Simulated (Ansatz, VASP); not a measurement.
**One calculation of BAs, two programs**

```
B As
1.0
     0.00000    2.39187    2.39187
     2.39187    0.00000    2.39187
     2.39187    2.39187    0.00000
B As
1 1
Cartesian
  0.0000 0.0000 0.0000
  1.1959 1.1959 1.1959
```

Alike in both runs: task single point; functional r2SCAN; k mesh 10 × 10 × 10; no spin polarisation.

|  | VASP | Ansatz |
| --- | --- | --- |
| version | VASP 6.6.1 | Ansatz 0.2.0 |
| potentials or method | VASP PAW PBE potentials, release 64 (B, As) | plane waves, PAW |
| plane-wave cutoff (eV) | 520 | 500 |
| occupations | gaussian, width 0.01 eV | fixed |
| valence electrons in the cell | 8 | 18 |

```tsv
	VASP	Ansatz	Ansatz less VASP
gap on the k mesh at the Fermi level (eV)	1.37	1.37	0.000
pressure (GPa)	0.3	0.0	-0.24
```

VASP's potentials were made for PBE, not for r2SCAN. VASP's potentials hold 8 valence electrons a cell and Ansatz's 18, so a difference there can come from the potentials and not from the codes.
